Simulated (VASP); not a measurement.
# Rb (Pnma) in VASP: single point with r2SCAN

Aim: the single point of Rb with r2SCAN.

Program: VASP 6.6.1. These are calculated values, not measurements. Logs are shortened: lines on timing, memory, paths and dates and some standing lists are left out, and cuts for length are marked.

### 1 The cell of the first run

The structure is orthorhombic, space group Pnma (No. 62). The conventional cell has a = 5.405 Å, b = 4.810 Å, c = 14.969 Å, α = 90.00°, β = 90.00°, γ = 90.00°.

### 2 Single point, r2SCAN

POSCAR reads:

```
Rb
1.0
    5.4052943179      0.0000000000      0.0000000000
    0.0000000000      4.8099179108      0.0000000000
    0.0000000000      0.0000000000     14.9689471005
Rb
4
Direct
    0.2545883132      0.2500000000      0.8815866110
    0.2454116868      0.7500000000      0.3815866110
    0.7545883132      0.2500000000      0.6184133890
    0.7454116868      0.7500000000      0.1184133890
```

INCAR.step1 reads:

```
PREC     = Accurate       # precision mode
ENCUT    = 520            # plane-wave cutoff, eV
ISMEAR   = 0              # smearing method
SIGMA    = 0.1            # smearing width, eV
LREAL    = F              # projectors in reciprocal space
LASPH    = T              # aspherical terms in the spheres
NELM     = 100            # most SCF steps
NBANDS   = 26             # bands
GGA      = PE             # functional
ALGO     = Normal         # electronic algorithm
EDIFF    = 1E-4           # SCF threshold, eV
LWAVE    = T              # write WAVECAR
LCHARG   = F              # write CHGCAR
```

INCAR.step2 reads:

```
PREC     = Accurate       # precision mode
ENCUT    = 520            # plane-wave cutoff, eV
EDIFF    = 1E-7           # SCF threshold, eV
ISMEAR   = 0              # smearing method
SIGMA    = 0.1            # smearing width, eV
LREAL    = F              # projectors in reciprocal space
LASPH    = T              # aspherical terms in the spheres
NELM     = 100            # most SCF steps
ALGO     = Normal         # electronic algorithm
ISIF     = 2              # what is computed and relaxed
LWAVE    = F              # write WAVECAR
LCHARG   = F              # write CHGCAR
METAGGA  = R2SCAN         # meta-GGA
LMIXTAU  = T            
NBANDS   = 26             # bands
ISTART   = 1
```

KPOINTS reads:

```
regular mesh
0
Gamma
  4 4 2
```

Potentials or basis: VASP PAW PBE potentials, release 64 (Rb_sv).

The run is started by

```sh
$ cat potpaw_PBE.64/Rb_sv/POTCAR > POTCAR
$ cp INCAR.step1 INCAR
$ mpirun -np 1 vasp_std > vasp.out
$ cp INCAR.step2 INCAR
$ mpirun -np 1 vasp_std > vasp.out
```

OUTCAR:

```text
PREC = Accurate
   ENCUT = 520
   EDIFF = 1E-7
   ISMEAR = 0
   LREAL = F
   LASPH = T
   NELM = 100
   ISIF = 2
   METAGGA = R2SCAN
   ISTART = 1

 ion  position               nearest neighbor table
   1  0.255  0.250  0.882-   3 4.78   3 4.78   4 5.04   4 5.04   4 5.09   4 5.09
   2  0.245  0.750  0.382-   4 4.78   4 4.78   3 5.04   3 5.04   3 5.09   3 5.09
   3  0.755  0.250  0.618-   1 4.78   1 4.78   2 5.04   2 5.04   2 5.09   2 5.09
   4  0.745  0.750  0.118-   2 4.78   2 4.78   1 5.04   1 5.04   1 5.09   1 5.09

  LATTYP: Found a simple orthorhombic cell.
 ALAT       =     4.8099179108
 B/A-ratio  =     1.1237809913
 C/A-ratio  =     3.1121003265

  Lattice vectors:

 A1 = (   0.0000000000,  -4.8099179108,   0.0000000000)
 A2 = (   5.4052943179,   0.0000000000,   0.0000000000)
 A3 = (   0.0000000000,   0.0000000000,  14.9689471005)

Analysis of symmetry for initial positions (statically):
=====================================================================
 Subroutine PRICEL returns:
 Original cell was already a primitive cell.

 Routine SETGRP: Setting up the symmetry group for a
 simple orthorhombic supercell.

 Subroutine GETGRP returns: Found  8 space group operations
 (whereof  2 operations were pure point group operations)
 out of a pool of  8 trial point group operations.

The static configuration has the point symmetry S_2 .
 The point group associated with its full space group is D_2h.

Analysis of symmetry for dynamics (positions and initial velocities):
=====================================================================
 Subroutine PRICEL returns:
 Original cell was already a primitive cell.

 Routine SETGRP: Setting up the symmetry group for a
 simple orthorhombic supercell.

 Subroutine GETGRP returns: Found  8 space group operations
 (whereof  2 operations were pure point group operations)
 out of a pool of  8 trial point group operations.

The dynamic configuration has the point symmetry S_2 .
 The point group associated with its full space group is D_2h.

 Subroutine INISYM returns: Found  8 space group operations
 (whereof  2 operations are pure point group operations),
 and found     1 'primitive' translations

----------------------------------------------------------------------------------------

                                     Primitive cell

  volume of cell :     389.1780

  direct lattice vectors                    reciprocal lattice vectors
     5.405294318  0.000000000  0.000000000     0.185003802  0.000000000  0.000000000
     0.000000000  4.809917911  0.000000000     0.000000000  0.207903756  0.000000000
     0.000000000  0.000000000 14.968947100     0.000000000  0.000000000  0.066804966

  length of vectors
     5.405294318  4.809917911 14.968947100     0.185003802  0.207903756  0.066804966

  position of ions in fractional coordinates (direct lattice)
     0.254588313  0.250000000  0.881586611
     0.245411687  0.750000000  0.381586611
     0.754588313  0.250000000  0.618413389
     0.745411687  0.750000000  0.118413389

  ion indices of the primitive-cell ions
   primitive index   ion index
                 1           1
                 2           2
                 3           3
                 4           4

----------------------------------------------------------------------------------------

 KPOINTS: regular mesh

Automatic generation of k-mesh.
 Grid dimensions read from file:
 generate k-points for:    4    4    2

 Generating k-lattice:

  Cartesian coordinates                     Fractional coordinates (reciprocal lattice)
     0.046250951  0.000000000  0.000000000     0.250000000  0.000000000  0.000000000
     0.000000000  0.051975939  0.000000000     0.000000000  0.250000000  0.000000000
     0.000000000  0.000000000  0.033402483     0.000000000  0.000000000  0.500000000

  Length of vectors
     0.046250951  0.051975939  0.033402483

  Shift w.r.t. Gamma in fractional coordinates (k-lattice)
     0.000000000  0.000000000  0.000000000

 Subroutine IBZKPT returns following result:
 ===========================================

 Found     18 irreducible k-points:

 Following reciprocal coordinates:
            Coordinates               Weight
  0.000000  0.000000  0.000000      1.000000
  0.250000  0.000000  0.000000      2.000000
  0.500000  0.000000  0.000000      1.000000
  0.000000  0.250000  0.000000      2.000000
  0.250000  0.250000  0.000000      4.000000
  0.500000  0.250000  0.000000      2.000000
[... 10 lines left out ...]
  0.250000  0.500000  0.500000      2.000000
  0.500000  0.500000  0.500000      1.000000
   k-points           NKPTS =     18   k-points in BZ     NKDIM =     18   number of bands    NBANDS=     26
   number of dos      NEDOS =    301   number of ions     NIONS =      4
   total plane-waves  NPLWV = 161280
   dimension x,y,z NGX =    40 NGY =   36 NGZ =  112
   dimension x,y,z NGXF=    80 NGYF=   72 NGZF=  224
   ions per type =               4
   NGX,Y,Z   is equivalent  to a cutoff of  12.30, 12.44, 12.44 a.u.
   NGXF,Y,Z  is equivalent  to a cutoff of  24.60, 24.89, 24.88 a.u.
 SYSTEM =  unknown system
   PREC   = accura    normal or accurate (medium, high low for compatibility)
   ISTART =      1    job   : 0-new  1-cont  2-samecut
   ICHARG =      0    charge: 1-file 2-atom 10-const
   ISPIN  =      1    spin polarized calculation?
   LNONCOLLINEAR =      F non collinear calculations
   LSORBIT =      F    spin-orbit coupling
   LASPH  =      T    aspherical Exc in radial PAW
   ENCUT  =  520.0 eV  38.22 Ry    6.18 a.u.  10.05  8.94 27.83*2*pi/ulx,y,z
   NELM   =    100;   NELMIN=  2; NELMDL=  0     # of ELM steps
   EDIFF  = 0.1E-06   stopping-criterion for ELM
   LREAL  =      F    real-space projection
   EDIFFG = 0.1E-05   stopping-criterion for IOM
   NSW    =      0    number of steps for IOM
   IBRION =     -1    ionic relax: 0-MD 1-quasi-New 2-CG
   NFREE  =      0    steps in history (QN), initial steepest desc. (CG)
   ISIF   =      2    stress and relaxation
   ISYM   =      2    0-nonsym 1-usesym 2-fastsym
   POTIM  = 0.5000    time-step for ionic-motion
   TEBEG  =    0.0;   TEEND  =   0.0 temperature during run
   PSTRESS=    0.0 pullay stress
   NELECT =      36.0000    total number of electrons
   NUPDOWN=      -1.0000    fix difference up-down
   EMIN   =  10.00;   EMAX   =-10.00  energy-range for DOS
   EFERMI =   0.00;   METHOD = LEGACY
   ISMEAR =     0;   SIGMA  =   0.10  broadening in eV -4-tet -1-fermi 0-gaus
   EFERMI_NEDOS =   21; number of points for ismear=-14 and -15
   IALGO  =     38    algorithm
   IMIX   =      4    mixing-type and parameters
     AMIX     =   0.40;   BMIX     =  1.00
     AMIX_MAG =   1.60;   BMIX_MAG =  1.00
  volume/ion in A,a.u.               =      97.29       656.58
  Fermi-wavevector in a.u.,A,eV,Ry     =   0.740388  1.399131  7.458372  0.548175
  Thomas-Fermi vector in A             =   1.834779
   LORBIT       =      0    0 simple, 1 ext, 2 COOP (PROOUT), +10 PAW based schemes
   METAGGA = R2SCAN    functional components
   LHFCALC =     F    Hartree Fock is set to
   AEXX    =    0.0000 exact exchange contribution
   IVDW    =     0    specifies the selected vdW correction
   LEPSILON=     F    determine dielectric tensor
   LRPA    =     F    only Hartree local field effects (RPA)
 non-spin polarized calculation
 Gauss-broadening in eV      SIGMA  =   0.10
  energy-cutoff  :      520.00
  volume of cell :      389.18
 maximum number of plane-waves:     10560
   NGX = 21   NGY = 17   NGZ = 55

 number of electron      36.0000000 magnetization

 Free energy of the ion-electron system (eV)
  ---------------------------------------------------
  ext. energy  EPLUGINS =         0.00000000
  ---------------------------------------------------
  free energy    TOTEN  =       -55.45458806 eV

  energy without entropy =      -55.42817685  energy(sigma->0) =      -55.44138246

 E-fermi :   0.0265     XC(G=0):  -5.5550

 val. band max:       -0.0509980766   @ k =   0.0000   0.5000   0.5000
 cond. band min:       0.0767404747   @ k =   0.5000   0.0000   0.0000
 fundamental gap:      0.1277385513
 Fermi energy:         0.0264531982

 k-point     1 :       0.0000    0.0000    0.0000
  band No.  band energies     occupation
      1     -30.2437      2.00000
      2     -30.2410      2.00000
      3     -30.2408      2.00000
      4     -30.2382      2.00000
      5     -13.8308      2.00000
      6     -13.7886      2.00000
[... 18 lines left out ...]
     25       2.7739      0.00000
     26       3.1381      0.00000

 k-point     2 :       0.2500    0.0000    0.0000
  band No.  band energies     occupation
      1     -30.2426      2.00000
      2     -30.2408      2.00000
      3     -30.2406      2.00000
      4     -30.2387      2.00000
      5     -13.8157      2.00000
      6     -13.8064      2.00000
[... 18 lines left out ...]
     25       2.6245      0.00000
     26       2.7101      0.00000

 k-point     3 :       0.5000    0.0000    0.0000
  band No.  band energies     occupation
      1     -30.2405      2.00000
      2     -30.2405      2.00000
      3     -30.2403      2.00000
      4     -30.2403      2.00000
      5     -13.8211      2.00000
      6     -13.8211      2.00000
[... 18 lines left out ...]
     25       2.2595      0.00000
     26       2.2595      0.00000

 k-point     4 :       0.0000    0.2500    0.0000
  band No.  band energies     occupation
      1     -30.2420      2.00000
      2     -30.2401      2.00000
      3     -30.2392      2.00000
      4     -30.2373      2.00000
      5     -13.8231      2.00000
      6     -13.8026      2.00000
[... 18 lines left out ...]
     25       2.9868      0.00000
     26       3.0321      0.00000
[... 322 lines left out ...]
      1     -30.2398      2.00000
      2     -30.2398      2.00000
      3     -30.2370      2.00000
      4     -30.2370      2.00000
      5     -13.8277      2.00000
      6     -13.8277      2.00000
[... 18 lines left out ...]
     25       2.7224      0.00000
     26       2.7224      0.00000

 k-point    17 :       0.2500    0.5000    0.5000
  band No.  band energies     occupation
      1     -30.2391      2.00000
      2     -30.2391      2.00000
      3     -30.2371      2.00000
      4     -30.2371      2.00000
      5     -13.8253      2.00000
      6     -13.8253      2.00000
[... 18 lines left out ...]
     25       2.2601      0.00000
     26       2.2601      0.00000

 k-point    18 :       0.5000    0.5000    0.5000
  band No.  band energies     occupation
      1     -30.2379      2.00000
      2     -30.2379      2.00000
      3     -30.2379      2.00000
      4     -30.2379      2.00000
      5     -13.8195      2.00000
      6     -13.8195      2.00000
[... 18 lines left out ...]
     25       2.0962      0.00000
     26       2.0962      0.00000

------------------------ aborting loop because EDIFF is reached ----------------------------------------

  FORCE on cell =-STRESS in cart. coord.  units (eV):
  Direction    XX          YY          ZZ          XY          YZ          ZX
  --------------------------------------------------------------------------------------
  -------------------------------------------------------------------------------------
  Total        0.0135250     -0.1629497      0.2165451      0.0000000      0.0000000      0.0000000
  in kB        0.0556801     -0.6708354      0.8914781      0.0000000      0.0000000      0.0000000
  external PRESSURE =       0.0921076 kB  Pullay stress =       0.0000000 kB

 VOLUME and BASIS-vectors are now :
 -----------------------------------------------------------------------------
  energy-cutoff  :      520.00
  volume of cell :      389.18
      direct lattice vectors                 reciprocal lattice vectors
     5.405294318  0.000000000  0.000000000     0.185003802  0.000000000  0.000000000
     0.000000000  4.809917911  0.000000000     0.000000000  0.207903756  0.000000000
     0.000000000  0.000000000 14.968947100     0.000000000  0.000000000  0.066804966

 POSITION                                       TOTAL-FORCE (eV/Angst)
 -----------------------------------------------------------------------------------
      1.37612      1.20248     13.19642        -0.005909     -0.000000     -0.009531
      1.32652      3.60744      5.71195         0.005909      0.000000     -0.009531
      4.07877      1.20248      9.25700        -0.005909     -0.000000      0.009531
      4.02917      3.60744      1.77252         0.005909     -0.000000      0.009531
 -----------------------------------------------------------------------------------
    total drift:                                0.000000      0.000000      0.000000

  FREE ENERGIE OF THE ION-ELECTRON SYSTEM (eV)
  ---------------------------------------------------
  free  energy   TOTEN  =       -55.4545880645 eV

  energy  without entropy=      -55.4281768470  energy(sigma->0) =      -55.44138246
```

Run time: 16 min. Hardware: 1 thread of Intel Xeon Platinum 8259CL at 2.50GHz (Skylake/Cascade Lake), shared host; peak memory 0.48 GiB.

What came out:

| Quantity | Value |
| --- | --- |
| Free energy | -55.4546 eV |
| Pressure | 0.0 GPa |
| Largest force | 0.011 eV/Å |
| Band gap on the k mesh | zero (bands 18 and 19 overlap by 2.00 eV) |

Forces on the atoms (eV/Å):
```
Rb  -0.006  0.000 -0.010
Rb   0.006  0.000 -0.010
Rb  -0.006  0.000  0.010
Rb   0.006  0.000  0.010
```

Levels at points of the mesh, in eV from the Fermi level:
```csv
k point,band 14,band 15,band 16,band 17,band 18,band 19,band 20,band 21,band 22,band 23
"(0.00, 0.00, 0.00)",-13.76,-13.76,-13.76,-2.10,-1.31,-1.18,0.57,1.09,2.12,2.22
"(0.50, 0.00, 0.00)",-13.76,-13.76,-13.76,-0.54,-0.54,0.05,0.05,0.28,0.28,1.65
"(0.00, 0.50, 0.00)",-13.77,-13.76,-13.76,-0.17,-0.17,0.44,0.44,0.49,0.49,2.01
"(0.50, 0.50, 0.00)",-13.77,-13.77,-13.77,0.82,0.82,0.82,0.82,1.46,1.46,1.46
"(0.00, 0.00, 0.50)",-13.76,-13.76,-13.76,-1.88,-1.88,-0.30,-0.30,1.85,1.85,2.23
"(0.50, 0.00, 0.50)",-13.77,-13.76,-13.76,-0.36,-0.36,-0.36,-0.36,0.95,0.95,0.96
"(0.00, 0.50, 0.50)",-13.77,-13.76,-13.76,-0.08,-0.08,0.09,0.09,0.92,0.92,1.57
"(0.50, 0.50, 0.50)",-13.77,-13.77,-13.77,0.82,0.82,0.82,0.82,1.44,1.44,1.44
```

Caveat: the PAW data sets were made with another functional, which shifts forces and pressure a little.
